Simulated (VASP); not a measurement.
# Li (Imm2) in VASP: single point with PBE

Aim: the single point of Li with PBE.

Everything below comes from runs of VASP 6.6.1. Logs are shortened: lines on timing, memory, paths and dates and some standing lists are left out, and cuts for length are marked.

## Step 1: The cell of the first run

The structure is orthorhombic, space group Imm2 (No. 44). The conventional cell has a = 3.516 Å, b = 6.198 Å, c = 5.353 Å, α = 90.00°, β = 90.00°, γ = 90.00°. Within 3.2 Å of Li (site symmetry m) lie 5 Li at 2.44 to 3.16 Å. Li (site symmetry mm2) has 6 Li at 2.44 to 2.49 Å within 3.2 Å.

## Step 2: Single point, PBE

Input file INCAR:

```
SYSTEM = Li
PREC = Accurate ; ENCUT = 520
EDIFF = 1E-6 ; ISMEAR = 0
SIGMA = 0.1 ; LREAL = .FALSE.
LASPH = .TRUE. ; NELM = 80
ALGO = Normal ; ISIF = 2
LWAVE = .FALSE. ; LCHARG = .FALSE.
GGA = PE ; NBANDS = 12
```

Input file KPOINTS:

```
regular mesh
0
G
  6 6 6
  0 0 0
```

Input file POSCAR:

```
Li
1.0
   -1.7581805400      3.0990141100      2.6763998500
    1.7581805400     -3.0990141100      2.6763998500
    1.7581805400      3.0990141100     -2.6763998500
Li
3
Direct
    0.8107066500      0.0657408800      0.7449657800
    0.3207751000      0.0657408800      0.2550342200
    0.4240458800      0.4240458800      0.0000000000
```

Potentials or basis: VASP PAW PBE potentials, release 64 (Li_sv).

On the command line:

```bash
cat potpaw_PBE.64/Li_sv/POTCAR > POTCAR
mpirun -np 1 vasp_std > vasp.out
```

OUTCAR:

```text
SYSTEM = Li
   PREC = Accurate
   ENCUT = 520
   EDIFF = 1E-6
   ISMEAR = 0
   LREAL = .FALSE.
   LASPH = .TRUE.
   NELM = 80
   ISIF = 2
   GGA = PE

 ion  position               nearest neighbor table
   1  0.811  0.066  0.745-   3 2.44   3 2.44   3 2.49
   2  0.321  0.066  0.255-   3 2.44   3 2.44   3 2.49
   3  0.424  0.424  0.000-   1 2.44   1 2.44   2 2.44   2 2.44   2 2.49   1 2.49

  LATTYP: Found a body centered orthorhombic cell.
 ALAT       =     3.5163610800
 B/A-ratio  =     1.5222554164
 C/A-ratio  =     1.7626256459

  Lattice vectors:

 A1 = (   1.7581805400,  -3.0990141100,  -2.6763998500)
 A2 = (  -1.7581805400,  -3.0990141100,   2.6763998500)
 A3 = (  -1.7581805400,   3.0990141100,  -2.6763998500)

Analysis of symmetry for initial positions (statically):
=====================================================================
 Subroutine PRICEL returns:
 Original cell was already a primitive cell.

 Routine SETGRP: Setting up the symmetry group for a
 body centered orthorhombic supercell.

 Subroutine GETGRP returns: Found  4 space group operations
 (whereof  4 operations were pure point group operations)
 out of a pool of  8 trial point group operations.

The static configuration has the point symmetry C_2v.

Analysis of symmetry for dynamics (positions and initial velocities):
=====================================================================
 Subroutine PRICEL returns:
 Original cell was already a primitive cell.

 Routine SETGRP: Setting up the symmetry group for a
 body centered orthorhombic supercell.

 Subroutine GETGRP returns: Found  4 space group operations
 (whereof  4 operations were pure point group operations)
 out of a pool of  8 trial point group operations.

The dynamic configuration has the point symmetry C_2v.

 Subroutine INISYM returns: Found  4 space group operations
 (whereof  4 operations are pure point group operations),
 and found     1 'primitive' translations

----------------------------------------------------------------------------------------

                                     Primitive cell

  volume of cell :      58.3308

  direct lattice vectors                    reciprocal lattice vectors
    -1.758180540  3.099014110  2.676399850     0.000000000  0.161341634  0.186818124
     1.758180540 -3.099014110  2.676399850     0.284384902  0.000000000  0.186818124
     1.758180540  3.099014110 -2.676399850     0.284384902  0.161341634  0.000000000

  length of vectors
     4.456254416  4.456254416  4.456254416     0.246844353  0.340258408  0.326964670

  position of ions in fractional coordinates (direct lattice)
     0.810706650  0.065740880  0.744965780
     0.320775100  0.065740880  0.255034220
     0.424045880  0.424045880  0.000000000

  ion indices of the primitive-cell ions
   primitive index   ion index
                 1           1
                 2           2
                 3           3

----------------------------------------------------------------------------------------

 KPOINTS: regular mesh

Automatic generation of k-mesh.
 Grid dimensions read from file:
 generate k-points for:    6    6    6

 Generating k-lattice:

  Cartesian coordinates                     Fractional coordinates (reciprocal lattice)
     0.000000000  0.026890272  0.031136354     0.166666667  0.000000000 -0.000000000
     0.047397484  0.000000000  0.031136354     0.000000000  0.166666667 -0.000000000
     0.047397484  0.026890272  0.000000000     0.000000000 -0.000000000  0.166666667

  Length of vectors
     0.041140725  0.056709735  0.054494112

  Shift w.r.t. Gamma in fractional coordinates (k-lattice)
     0.000000000  0.000000000  0.000000000

 Subroutine IBZKPT returns following result:
 ===========================================

 Found     46 irreducible k-points:

 Following reciprocal coordinates:
            Coordinates               Weight
  0.000000  0.000000  0.000000      1.000000
  0.166667 -0.000000  0.000000      4.000000
  0.333333  0.000000  0.000000      4.000000
  0.500000  0.000000  0.000000      2.000000
  0.000000  0.166667  0.000000      4.000000
  0.166667  0.166667  0.000000      8.000000
[... 16 lines left out ...]
 -0.166667  0.166667  0.166667      2.000000
  0.166667  0.333333  0.166667      4.000000
 [... further k-points ...]
   k-points           NKPTS =     46   k-points in BZ     NKDIM =     46   number of bands    NBANDS=     12
   number of dos      NEDOS =    301   number of ions     NIONS =      3
   total plane-waves  NPLWV =  46656
   dimension x,y,z NGX =    36 NGY =   36 NGZ =   36
   dimension x,y,z NGXF=    72 NGYF=   72 NGZF=   72
   ions per type =               3
   NGX,Y,Z   is equivalent  to a cutoff of  13.43, 13.43, 13.43 a.u.
   NGXF,Y,Z  is equivalent  to a cutoff of  26.86, 26.86, 26.86 a.u.
 SYSTEM =  Li
   PREC   = accura    normal or accurate (medium, high low for compatibility)
   ISTART =      0    job   : 0-new  1-cont  2-samecut
   ICHARG =      2    charge: 1-file 2-atom 10-const
   ISPIN  =      1    spin polarized calculation?
   LNONCOLLINEAR =      F non collinear calculations
   LSORBIT =      F    spin-orbit coupling
   LASPH  =      T    aspherical Exc in radial PAW
   ENCUT  =  520.0 eV  38.22 Ry    6.18 a.u.   8.29  8.29  8.29*2*pi/ulx,y,z
   NELM   =     80;   NELMIN=  2; NELMDL= -5     # of ELM steps
   EDIFF  = 0.1E-05   stopping-criterion for ELM
   LREAL  =      F    real-space projection
   EDIFFG = 0.1E-04   stopping-criterion for IOM
   NSW    =      0    number of steps for IOM
   IBRION =     -1    ionic relax: 0-MD 1-quasi-New 2-CG
   NFREE  =      0    steps in history (QN), initial steepest desc. (CG)
   ISIF   =      2    stress and relaxation
   ISYM   =      2    0-nonsym 1-usesym 2-fastsym
   POTIM  = 0.5000    time-step for ionic-motion
   TEBEG  =    0.0;   TEEND  =   0.0 temperature during run
   PSTRESS=    0.0 pullay stress
   NELECT =       9.0000    total number of electrons
   NUPDOWN=      -1.0000    fix difference up-down
   EMIN   =  10.00;   EMAX   =-10.00  energy-range for DOS
   EFERMI =   0.00;   METHOD = LEGACY
   ISMEAR =     0;   SIGMA  =   0.10  broadening in eV -4-tet -1-fermi 0-gaus
   EFERMI_NEDOS =   21; number of points for ismear=-14 and -15
   IALGO  =     38    algorithm
   IMIX   =      4    mixing-type and parameters
     AMIX     =   0.40;   BMIX     =  1.00
     AMIX_MAG =   1.60;   BMIX_MAG =  1.00
  volume/ion in A,a.u.               =      19.44       131.21
  Fermi-wavevector in a.u.,A,eV,Ry     =   0.878058  1.659288 10.489889  0.770985
  Thomas-Fermi vector in A             =   1.998092
   LORBIT       =      0    0 simple, 1 ext, 2 COOP (PROOUT), +10 PAW based schemes
   GGA     = PE    functional components
   LHFCALC =     F    Hartree Fock is set to
   AEXX    =    0.0000 exact exchange contribution
   IVDW    =     0    specifies the selected vdW correction
   LEPSILON=     F    determine dielectric tensor
   LRPA    =     F    only Hartree local field effects (RPA)
 non-spin polarized calculation
 Gauss-broadening in eV      SIGMA  =   0.10
  energy-cutoff  :      520.00
  volume of cell :       58.33
 maximum number of plane-waves:      1598
 NGX is ok and might be reduce to    36
   NGX = 17   NGY = 17   NGZ = 17

 number of electron       9.0000002 magnetization

 Free energy of the ion-electron system (eV)
  ---------------------------------------------------
  ext. energy  EPLUGINS =         0.00000000
  ---------------------------------------------------
  free energy    TOTEN  =        -4.64078872 eV

  energy without entropy =       -4.63509203  energy(sigma->0) =       -4.63794037

 E-fermi :   0.8926     XC(G=0):  -7.1011

 val. band max:        0.8636429552   @ k =   0.3333   0.5000   0.0000
 cond. band min:       0.9319097522   @ k =   0.1667   0.3333   0.0000
 fundamental gap:      0.0682667970
 Fermi energy:         0.8926449305

 k-point     1 :       0.0000    0.0000    0.0000
  band No.  band energies     occupation
      1     -46.2480      2.00000
      2     -46.0501      2.00000
      3     -46.0422      2.00000
      4      -2.8034      2.00000
      5       2.6679      0.00000
      6       2.9686      0.00000
      7       5.7195      0.00000
      8       6.0186      0.00000
      9       7.8148      0.00000
     10       8.5450      0.00000
     11       8.9403      0.00000
     12      10.7512      0.00000

 k-point     2 :       0.1667   -0.0000    0.0000
  band No.  band energies     occupation
      1     -46.2459      2.00000
      2     -46.0511      2.00000
      3     -46.0432      2.00000
      4      -2.6200      2.00000
      5       1.6830      0.00000
      6       3.0092      0.00000
      7       6.0240      0.00000
      8       7.1510      0.00000
      9       7.2158      0.00000
     10       8.0510      0.00000
     11       8.8052      0.00000
     12      10.4370      0.00000

 k-point     3 :       0.3333    0.0000    0.0000
  band No.  band energies     occupation
      1     -46.2417      2.00000
      2     -46.0540      2.00000
      3     -46.0444      2.00000
      4      -2.0684      2.00000
      5       0.1361      2.00000
      6       3.3931      0.00000
      7       5.9209      0.00000
      8       6.6357      0.00000
      9       7.1250      0.00000
     10       8.5738      0.00000
     11       9.2371      0.00000
     12      10.1695      0.00000

 k-point     4 :       0.5000    0.0000    0.0000
  band No.  band energies     occupation
      1     -46.2396      2.00000
      2     -46.0558      2.00000
      3     -46.0448      2.00000
      4      -1.1905      2.00000
      5      -1.1006      2.00000
      6       3.7150      0.00000
      7       5.3834      0.00000
      8       6.4320      0.00000
      9       7.7700      0.00000
     10       8.3963      0.00000
     11       8.4182      0.00000
     12      11.2483      0.00000

 k-point     5 :       0.0000    0.1667    0.0000
  band No.  band energies     occupation
      1     -46.2434      2.00000
      2     -46.0506      2.00000
      3     -46.0454      2.00000
      4      -2.4586      2.00000
      5       2.5540      0.00000
      6       2.6154      0.00000
      7       5.4353      0.00000
      8       5.7731      0.00000
      9       7.4538      0.00000
     10       8.2558      0.00000
     11       8.8257      0.00000
     12       9.5200      0.00000
[... 228 lines left out ...]
      1     -46.2325      2.00000
      2     -46.0542      2.00000
      3     -46.0508      2.00000
      4      -1.1240      2.00000
      5       1.0103      0.09618
      6       2.4945      0.00000
      7       3.3184      0.00000
      8       5.6268      0.00000
      9       7.1603      0.00000
     10       8.1419      0.00000
     11       8.6373      0.00000
     12       9.6665      0.00000

 k-point    22 :       0.3333    0.1667    0.1667
  band No.  band energies     occupation
      1     -46.2314      2.00000
      2     -46.0554      2.00000
      3     -46.0508      2.00000
      4      -0.3171      2.00000
      5      -0.1237      2.00000
      6       2.4964      0.00000
      7       3.0169      0.00000
      8       6.0974      0.00000
      9       7.2720      0.00000
     10       8.4165      0.00000
     11       8.7373      0.00000
     12      10.1430      0.00000

 k-point    23 :      -0.1667    0.1667    0.1667
  band No.  band energies     occupation
      1     -46.2359      2.00000
      2     -46.0508      2.00000
      3     -46.0508      2.00000
      4      -1.8455      2.00000
      5       2.8623      0.00000
      6       3.1110      0.00000
      7       4.5527      0.00000
      8       4.5718      0.00000
      9       5.7340      0.00000
     10       6.8986      0.00000
     11       8.1314      0.00000
     12       9.1544      0.00000

 k-point    24 :       0.1667    0.3333    0.1667
  band No.  band energies     occupation
      1     -46.2285      2.00000
      2     -46.0558      2.00000
      3     -46.0524      2.00000
      4       0.1138      2.00000
      5       1.0436      0.03275
      6       1.3210      0.00000
      7       2.0499      0.00000
      8       6.3442      0.00000
      9       6.9716      0.00000
     10       8.4355      0.00000
     11       8.9380      0.00000
     12       9.5556      0.00000

 [... further k-points ...]
[... 5 lines left out ...]
  --------------------------------------------------------------------------------------
  -------------------------------------------------------------------------------------
  Total        0.6811756      1.9910847      0.8875302      0.0000000      0.0000000      0.0000000
  in kB       18.7099077     54.6892919     24.3778682      0.0000000      0.0000000      0.0000000
  external PRESSURE =      32.5923559 kB  Pullay stress =       0.0000000 kB

 VOLUME and BASIS-vectors are now :
 -----------------------------------------------------------------------------
  energy-cutoff  :      520.00
  volume of cell :       58.33
      direct lattice vectors                 reciprocal lattice vectors
    -1.758180540  3.099014110  2.676399850     0.000000000  0.161341634  0.186818124
     1.758180540 -3.099014110  2.676399850     0.284384902  0.000000000  0.186818124
     1.758180540  3.099014110 -2.676399850     0.284384902  0.161341634  0.000000000

 POSITION                                       TOTAL-FORCE (eV/Angst)
 -----------------------------------------------------------------------------------
      0.00000      4.61732      0.35190        -0.000000      0.570241     -0.089348
     -0.00000      1.58071      0.35190         0.000000     -0.570241     -0.089348
      0.00000      0.00000      2.26983        -0.000000      0.000000      0.178696
 -----------------------------------------------------------------------------------
    total drift:                               -0.000007      0.000017      0.001493

  FREE ENERGIE OF THE ION-ELECTRON SYSTEM (eV)
  ---------------------------------------------------
  free  energy   TOTEN  =        -4.6407887192 eV

  energy  without entropy=       -4.6350920285  energy(sigma->0) =       -4.63794037
```

It took 43 s on 1 thread of Oxide Virtual Turin-like, shared host; peak memory 0.16 GiB.

Results:

```yaml
Free_energy: -4.6408 eV
Largest_force: 0.577 eV/Å
```

Forces on the atoms (eV/Å):
```
Li   0.000  0.570 -0.089
Li   0.000 -0.570 -0.089
Li   0.000  0.000  0.179
```

Caveat: the cutoff is under 1.25 times the usual one of these potentials, so pressure, stress and relaxed cells hold a basis-set (Pulay) error.
